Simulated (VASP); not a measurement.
# CdSe (F-43m) in VASP: a series of runs, part 3 of 3

VASP 6.6.1. Earlier steps stand in the parts before.

## Step 4: Single point, PBE

This run uses another cell than the first one, of 28.87 Å³/atom.

Contents of INCAR:

```
SYSTEM = CdSe
ALGO = Normal ; EDIFF = 1E-6
ENCUT = 500 ; GGA = PE
GGA_COMPAT = .FALSE. ; ISIF = 2
ISMEAR = -1 ; LASPH = .TRUE.
LCHARG = .FALSE. ; LREAL = .FALSE.
LWAVE = .FALSE. ; NBANDS = 16
NELM = 120 ; PREC = Accurate
SIGMA = 0.02
```

Contents of KPOINTS:

```
k-points
0
G
  8 8 8
  0 0 0
```

Contents of POSCAR:

```
CdSe
1.0
    0.0000000000      3.0678017004      3.0678017004
    3.0678017004      0.0000000000      3.0678017004
    3.0678017004      3.0678017004      0.0000000000
Cd Se
1 1
Direct
    0.0000000000      0.0000000000      0.0000000000
    0.7500000000      0.7500000000      0.7500000000
```

Potentials or basis: VASP PAW PBE potentials, release 64 (Cd, Se).

Launch:

```bash
cat potpaw_PBE.64/Cd/POTCAR potpaw_PBE.64/Se/POTCAR > POTCAR
mpirun -np 1 vasp_std > vasp.out
```

OUTCAR:

```text
SYSTEM = CdSe
   EDIFF = 1E-6
   ENCUT = 500
   GGA = PE
   ISIF = 2
   ISMEAR = -1
   LASPH = .TRUE.
   LREAL = .FALSE.
   NELM = 120
   PREC = Accurate

 ion  position               nearest neighbor table
   1  0.000  0.000  0.000-   2 2.66   2 2.66   2 2.66   2 2.66
   2  0.750  0.750  0.750-   1 2.66   1 2.66   1 2.66   1 2.66

  LATTYP: Found a face centered cubic cell.
 ALAT       =     6.1356034008

  Lattice vectors:

 A1 = (   0.0000000000,   3.0678017004,   3.0678017004)
 A2 = (   3.0678017004,   0.0000000000,   3.0678017004)
 A3 = (   3.0678017004,   3.0678017004,   0.0000000000)

Analysis of symmetry for initial positions (statically):
=====================================================================
 Subroutine PRICEL returns:
 Original cell was already a primitive cell.

 Routine SETGRP: Setting up the symmetry group for a
 face centered cubic supercell.

 Subroutine GETGRP returns: Found 24 space group operations
 (whereof 24 operations were pure point group operations)
 out of a pool of 48 trial point group operations.

The static configuration has the point symmetry T_d .

Analysis of symmetry for dynamics (positions and initial velocities):
=====================================================================
 Subroutine PRICEL returns:
 Original cell was already a primitive cell.

 Routine SETGRP: Setting up the symmetry group for a
 face centered cubic supercell.

 Subroutine GETGRP returns: Found 24 space group operations
 (whereof 24 operations were pure point group operations)
 out of a pool of 48 trial point group operations.

The dynamic configuration has the point symmetry T_d .

 Subroutine INISYM returns: Found 24 space group operations
 (whereof 24 operations are pure point group operations),
 and found     1 'primitive' translations

----------------------------------------------------------------------------------------

                                     Primitive cell

  volume of cell :      57.7447

  direct lattice vectors                    reciprocal lattice vectors
     0.000000000  3.067801700  3.067801700    -0.162983155  0.162983155  0.162983155
     3.067801700  0.000000000  3.067801700     0.162983155 -0.162983155  0.162983155
     3.067801700  3.067801700  0.000000000     0.162983155  0.162983155 -0.162983155

  length of vectors
     4.338526771  4.338526771  4.338526771     0.282295105  0.282295105  0.282295105

  position of ions in fractional coordinates (direct lattice)
     0.000000000  0.000000000  0.000000000
     0.750000000  0.750000000  0.750000000

  ion indices of the primitive-cell ions
   primitive index   ion index
                 1           1
                 2           2

----------------------------------------------------------------------------------------

 KPOINTS: k-points

Automatic generation of k-mesh.
 Grid dimensions read from file:
 generate k-points for:    8    8    8

 Generating k-lattice:

  Cartesian coordinates                     Fractional coordinates (reciprocal lattice)
    -0.020372894  0.020372894  0.020372894     0.125000000  0.000000000  0.000000000
     0.020372894 -0.020372894  0.020372894     0.000000000  0.125000000  0.000000000
     0.020372894  0.020372894 -0.020372894     0.000000000  0.000000000  0.125000000

  Length of vectors
     0.035286888  0.035286888  0.035286888

  Shift w.r.t. Gamma in fractional coordinates (k-lattice)
     0.000000000  0.000000000  0.000000000

 Subroutine IBZKPT returns following result:
 ===========================================

 Found     29 irreducible k-points:

 Following reciprocal coordinates:
            Coordinates               Weight
  0.000000  0.000000  0.000000      1.000000
  0.125000  0.000000  0.000000      8.000000
  0.250000  0.000000  0.000000      8.000000
  0.375000  0.000000  0.000000      8.000000
  0.500000  0.000000  0.000000      4.000000
  0.125000  0.125000  0.000000      6.000000
[... 16 lines left out ...]
  0.500000  0.250000  0.125000     48.000000
 -0.375000  0.250000  0.125000     24.000000
 [... further k-points ...]
   k-points           NKPTS =     29   k-points in BZ     NKDIM =     29   number of bands    NBANDS=     16
   number of dos      NEDOS =    301   number of ions     NIONS =      2
   total plane-waves  NPLWV =  32768
   dimension x,y,z NGX =    32 NGY =   32 NGZ =   32
   dimension x,y,z NGXF=    64 NGYF=   64 NGZF=   64
   ions per type =               1   1
   NGX,Y,Z   is equivalent  to a cutoff of  12.26, 12.26, 12.26 a.u.
   NGXF,Y,Z  is equivalent  to a cutoff of  24.52, 24.52, 24.52 a.u.
 SYSTEM =  CdSe
   PREC   = accura    normal or accurate (medium, high low for compatibility)
   ISTART =      0    job   : 0-new  1-cont  2-samecut
   ICHARG =      2    charge: 1-file 2-atom 10-const
   ISPIN  =      1    spin polarized calculation?
   LNONCOLLINEAR =      F non collinear calculations
   LSORBIT =      F    spin-orbit coupling
   LASPH  =      T    aspherical Exc in radial PAW
   ENCUT  =  500.0 eV  36.75 Ry    6.06 a.u.   7.91  7.91  7.91*2*pi/ulx,y,z
   NELM   =    120;   NELMIN=  2; NELMDL= -5     # of ELM steps
   EDIFF  = 0.1E-05   stopping-criterion for ELM
   LREAL  =      F    real-space projection
[... 7 lines left out ...]
   TEBEG  =    0.0;   TEEND  =   0.0 temperature during run
   PSTRESS=    0.0 pullay stress
   NELECT =      18.0000    total number of electrons
   NUPDOWN=      -1.0000    fix difference up-down
   EMIN   =  10.00;   EMAX   =-10.00  energy-range for DOS
   EFERMI =   0.00;   METHOD = LEGACY
   ISMEAR =    -1;   SIGMA  =   0.02  broadening in eV -4-tet -1-fermi 0-gaus
   EFERMI_NEDOS =   21; number of points for ismear=-14 and -15
   IALGO  =     38    algorithm
   IMIX   =      4    mixing-type and parameters
     AMIX     =   0.40;   BMIX     =  1.00
     AMIX_MAG =   1.60;   BMIX_MAG =  1.00
  volume/ion in A,a.u.               =      28.87       194.84
  Fermi-wavevector in a.u.,A,eV,Ry     =   1.110014  2.097622 16.764155  1.232131
  Thomas-Fermi vector in A             =   2.246560
   LORBIT       =      0    0 simple, 1 ext, 2 COOP (PROOUT), +10 PAW based schemes
   GGA     = PE    functional components
   LHFCALC =     F    Hartree Fock is set to
   AEXX    =    0.0000 exact exchange contribution
   IVDW    =     0    specifies the selected vdW correction
   LEPSILON=     F    determine dielectric tensor
   LRPA    =     F    only Hartree local field effects (RPA)
 non-spin polarized calculation
  energy-cutoff  :      500.00
  volume of cell :       57.74
 maximum number of plane-waves:      1480
   NGX = 15   NGY = 15   NGZ = 15

 number of electron      18.0000008 magnetization

 Free energy of the ion-electron system (eV)
  ---------------------------------------------------
  ext. energy  EPLUGINS =         0.00000000
  ---------------------------------------------------
  free energy    TOTEN  =        -5.48901527 eV

  energy without entropy =       -5.48901526  energy(sigma->0) =       -5.48901527

 E-fermi :   1.0257     XC(G=0):  -8.7674

 val. band max:        0.7373605187   @ k =   0.0000   0.0000   0.0000
 cond. band min:       1.2917877276   @ k =   0.0000   0.0000   0.0000
 fundamental gap:      0.5544272088
 Fermi energy:         1.0257098672

 k-point     1 :       0.0000    0.0000    0.0000
  band No.  band energies     occupation
      1     -11.7127      2.00000
      2      -7.1123      2.00000
      3      -7.1123      2.00000
      4      -7.1123      2.00000
      5      -6.7654      2.00000
      6      -6.7654      2.00000
[... 8 lines left out ...]
     15      11.7775      0.00000
     16      11.7775      0.00000

 k-point     2 :       0.1250    0.0000    0.0000
  band No.  band energies     occupation
      1     -11.6622      2.00000
      2      -7.0963      2.00000
      3      -7.0963      2.00000
      4      -7.0657      2.00000
      5      -6.7662      2.00000
      6      -6.7662      2.00000
[... 8 lines left out ...]
     15      11.0294      0.00000
     16      11.1408      0.00000
[... 387 lines left out ...]
      5      -6.7448      2.00000
      6      -6.5392      2.00000
[... 8 lines left out ...]
     15      12.5271      0.00000
     16      13.2806      0.00000

 k-point    24 :      -0.3750    0.2500    0.1250
  band No.  band energies     occupation
      1     -11.3084      2.00000
      2      -6.9909      2.00000
      3      -6.9683      2.00000
      4      -6.7828      2.00000
      5      -6.7500      2.00000
      6      -6.4088      2.00000
[... 8 lines left out ...]
     15      12.3429      0.00000
     16      13.2820      0.00000

 [... further k-points ...]
[... 5 lines left out ...]
  --------------------------------------------------------------------------------------
  -------------------------------------------------------------------------------------
  Total        0.6107156      0.6107156      0.6107156     -0.0000000      0.0000000      0.0000000
  in kB       16.9448520     16.9448520     16.9448520     -0.0000000      0.0000000      0.0000000
  external PRESSURE =      16.9448520 kB  Pullay stress =       0.0000000 kB

 VOLUME and BASIS-vectors are now :
 -----------------------------------------------------------------------------
  energy-cutoff  :      500.00
  volume of cell :       57.74
      direct lattice vectors                 reciprocal lattice vectors
     0.000000000  3.067801700  3.067801700    -0.162983155  0.162983155  0.162983155
     3.067801700  0.000000000  3.067801700     0.162983155 -0.162983155  0.162983155
     3.067801700  3.067801700  0.000000000     0.162983155  0.162983155 -0.162983155

 POSITION                                       TOTAL-FORCE (eV/Angst)
 -----------------------------------------------------------------------------------
      0.00000      0.00000      0.00000        -0.000000     -0.000000     -0.000000
      4.60170      4.60170      4.60170         0.000000      0.000000      0.000000
 -----------------------------------------------------------------------------------
    total drift:                               -0.000000     -0.000000     -0.000000

  FREE ENERGIE OF THE ION-ELECTRON SYSTEM (eV)
  ---------------------------------------------------
  free  energy   TOTEN  =        -5.4890152678 eV

  energy  without entropy=       -5.4890152640  energy(sigma->0) =       -5.48901527
```

OSZICAR:

```text
N       E                     dE             d eps       ncg     rms          rms(c)
DAV:   1     0.102692611476E+03    0.10269E+03   -0.88481E+03   944   0.990E+02
DAV:   2    -0.185518854120E+01   -0.10455E+03   -0.99228E+02  1120   0.238E+02
DAV:   3    -0.585015180141E+01   -0.39950E+01   -0.39869E+01  1080   0.490E+01
DAV:   4    -0.586780759527E+01   -0.17656E-01   -0.17655E-01  1168   0.320E+00
DAV:   5    -0.586792586222E+01   -0.11827E-03   -0.11827E-03  1176   0.226E-01    0.589E+00
DAV:   6    -0.550916213157E+01    0.35876E+00   -0.54766E-01  1368   0.868E+00    0.470E+00
DAV:   7    -0.548777736587E+01    0.21385E-01   -0.14117E-01  1096   0.249E+00    0.204E+00
DAV:   8    -0.548870327741E+01   -0.92591E-03   -0.13077E-02  1048   0.138E+00    0.245E-01
DAV:   9    -0.548889760456E+01   -0.19433E-03   -0.13959E-03  1128   0.474E-01    0.463E-02
DAV:  10    -0.548896567264E+01   -0.68068E-04   -0.15464E-04  1168   0.153E-01    0.433E-02
DAV:  11    -0.548901549307E+01   -0.49820E-04   -0.81487E-05  1096   0.567E-02    0.163E-02
DAV:  12    -0.548901526784E+01    0.22523E-06   -0.19169E-06  1016   0.166E-02
   1 F= -.54890153E+01 E0= -.54890153E+01  d E =-.388364E-08
```

Run time: 9.3 s. Hardware: 1 thread of AMD EPYC 9R45 (Zen 5), shared host; peak memory 0.16 GiB.

What came out:

```
Free energy            : -5.4890 eV
Pressure               : 1.7 GPa
Band gap on the k mesh : 0.55 eV
```

Levels at points of the mesh, in eV from the valence-band top:
```
           k point  band 6  band 7  band 8  band 9  band 10  band 11  band 12  band 13
(0.00, 0.00, 0.00)   -7.50    0.00    0.00    0.00     0.55     5.93     5.93     5.93
(0.50, 0.00, 0.00)   -7.23   -4.24   -0.71   -0.71     2.36     6.44     6.44     7.35
(0.50, 0.50, 0.00)   -7.17   -3.96   -1.77   -1.77     3.19     3.73     8.99    10.06
```

Caveat: semilocal functionals underestimate gaps, and a narrow one can read as zero.

## Step 5: Single point, r2SCAN (strain -4.8%)

Contents of POSCAR:

```
CdSe
1.0
    0.0000000000      2.9202404386      2.9202404386
    2.9202404386      0.0000000000      2.9202404386
    2.9202404386      2.9202404386      0.0000000000
Cd Se
1 1
Direct
    0.0000000000      0.0000000000      0.0000000000
    0.7500000000      0.7500000000      0.7500000000
```

Contents of INCAR.step1:

```
SYSTEM = CdSe
PREC     = Accurate       ! precision mode
ENCUT    = 550            ! plane-wave cutoff, eV
ISMEAR   = 0              ! smearing method
SIGMA    = 0.01           ! smearing width, eV
LREAL    = .False.        ! projectors in reciprocal space
LASPH    = .True.         ! aspherical terms in the spheres
NELM     = 120            ! most SCF steps
NBANDS   = 16             ! bands
GGA      = PE             ! functional
ALGO     = Normal         ! electronic algorithm
EDIFF    = 1E-5           ! SCF threshold, eV
LWAVE    = .True.         ! write WAVECAR
LCHARG   = .False.        ! write CHGCAR
GGA_COMPAT= .False.
```

Contents of INCAR.step2:

```
SYSTEM = CdSe
PREC     = Accurate       ! precision mode
ENCUT    = 550            ! plane-wave cutoff, eV
EDIFF    = 1E-6           ! SCF threshold, eV
ISMEAR   = 0              ! smearing method
SIGMA    = 0.01           ! smearing width, eV
LREAL    = .False.        ! projectors in reciprocal space
LASPH    = .True.         ! aspherical terms in the spheres
NELM     = 120            ! most SCF steps
ALGO     = Normal         ! electronic algorithm
ISIF     = 2              ! what is computed and relaxed
LWAVE    = .False.        ! write WAVECAR
LCHARG   = .True.         ! write CHGCAR
METAGGA  = R2SCAN         ! meta-GGA
LMIXTAU  = .True.       
LELF     = .True.         ! ELF
LVHAR    = .True.       
NBANDS   = 16             ! bands
ISTART   = 1            
GGA_COMPAT= .False.
```

Contents of KPOINTS:

```
regular mesh
0
Gamma
  8 8 8
  0 0 0
```

Launch:

```bash
cat potpaw_PBE.64/Cd/POTCAR potpaw_PBE.64/Se/POTCAR > POTCAR
cp INCAR.step1 INCAR
mpirun -np 1 vasp_std > vasp.out
cp INCAR.step2 INCAR
mpirun -np 1 vasp_std > vasp.out
```

It took 46 s on 1 thread of AMD EPYC 9R45 (Zen 5), shared host; peak memory 0.17 GiB.

Results (log left out):

```yaml
Free_energy: -35.6712 eV
Pressure: 11.0 GPa
Band_gap_on_the_k_mesh: 1.35 eV
```

Levels at points of the mesh, in eV from the valence-band top:
```
           k point  band 7  band 8  band 9  band 10  band 11  band 12
(0.00, 0.00, 0.00)    0.00    0.00    0.00     1.35     6.44     6.44
(0.50, 0.00, 0.00)   -5.24   -0.96   -0.96     3.01     6.92     6.92
(0.50, 0.50, 0.00)   -4.71   -2.36   -2.36     3.21     4.21    10.40
```

Caveat: the cell differs from its parent crystal (strain -4.8%); the cell stands under pressure; the PAW data sets were made with another functional, which shifts forces and pressure a little.

## Step 6: Single point, r2SCAN (strain -3.9%)

Contents of POSCAR:

```
CdSe
1.0
    0.0000000000      2.9487709945      2.9487709945
    2.9487709945      0.0000000000      2.9487709945
    2.9487709945      2.9487709945      0.0000000000
Cd Se
1 1
Direct
    0.0000000000      0.0000000000      0.0000000000
    0.7500000000      0.7500000000      0.7500000000
```

Contents of INCAR.step1:

```
SYSTEM = CdSe
  ALGO = Normal
  EDIFF = 1E-5
  ENCUT = 550
  GGA = PE
  GGA_COMPAT = .FALSE.
  ISMEAR = 0
  LASPH = .TRUE.
  LCHARG = .FALSE.
  LREAL = .FALSE.
  LWAVE = .TRUE.
  NBANDS = 16
  NELM = 120
  PREC = Accurate
  SIGMA = 0.01
```

Contents of INCAR.step2:

```
SYSTEM = CdSe
  ALGO = Normal
  EDIFF = 1E-6
  ENCUT = 550
  GGA_COMPAT = .FALSE.
  ISIF = 2
  ISMEAR = 0
  ISTART = 1
  LASPH = .TRUE.
  LCHARG = .FALSE.
  LMIXTAU = .TRUE.
  LREAL = .FALSE.
  LWAVE = .FALSE.
  METAGGA = R2SCAN
  NBANDS = 16
  NELM = 120
  PREC = Accurate
  SIGMA = 0.01
```

Contents of KPOINTS:

```
k-points
0
G
  8 8 8
  0 0 0
```

Potentials or basis: VASP PAW PBE potentials, release 64 (Cd, Se).

Launch:

```bash
cat potpaw_PBE.64/Cd/POTCAR potpaw_PBE.64/Se/POTCAR > POTCAR
cp INCAR.step1 INCAR
mpirun -np 1 vasp_std > vasp.out
cp INCAR.step2 INCAR
mpirun -np 1 vasp_std > vasp.out
```

Wall time 45 s (1 thread of AMD EPYC 9R45 (Zen 5), shared host); peak memory 0.17 GiB.

Results (log left out):

* Free energy: -35.7604 eV
* Pressure: 8.3 GPa
* Band gap on the k mesh: 1.29 eV

Levels at points of the mesh, in eV from the valence-band top:
| k point | band 7 | band 8 | band 9 | band 10 | band 11 | band 12 |
| --- | --- | --- | --- | --- | --- | --- |
| (0.00, 0.00, 0.00) | 0.00 | 0.00 | 0.00 | 1.29 | 6.45 | 6.45 |
| (0.50, 0.00, 0.00) | -5.03 | -0.91 | -0.91 | 2.98 | 6.92 | 6.92 |
| (0.50, 0.50, 0.00) | -4.55 | -2.24 | -2.24 | 3.28 | 4.21 | 10.23 |

Caveat: the cell differs from its parent crystal (strain -3.9%); the cell stands under pressure; the PAW data sets were made with another functional, which shifts forces and pressure a little.

## Step 7: Overview

| level | cell | cutoff (eV) | smearing | gap on the mesh (eV) | pressure (GPa) |
| --- | --- | --- | --- | --- | --- |
| PBE | a = 4.170 Å, angles 60.0°, 2 atoms | 500 | fermi-dirac 0.02 eV | 0.80 | 9.9 |
| PBE | a = 4.130 Å, angles 60.0°, 2 atoms | 500 | fermi-dirac 0.02 eV | 0.86 | 12.6 |
| PBE | a = 4.339 Å, angles 60.0°, 2 atoms | 500 | fermi-dirac 0.02 eV | 0.55 | 1.7 |
| r2SCAN | a = 4.130 Å, angles 60.0°, 2 atoms | 550 | gaussian 0.01 eV | 1.35 | 11.0 |
| r2SCAN | a = 4.170 Å, angles 60.0°, 2 atoms | 550 | gaussian 0.01 eV | 1.29 | 8.3 |

Alike in all rows: task single point; potentials or basis VASP PAW PBE potentials, release 64 (Cd, Se); no spin polarisation; k mesh 8 × 8 × 8.

Caveats: the cell stands under pressure (at least some runs); semilocal functionals underestimate gaps, and a narrow one can read as zero (at least some runs); the PAW data sets were made with another functional, which shifts forces and pressure a little (at least some runs).

Absolute energies hang on the potentials; compare differences alone.
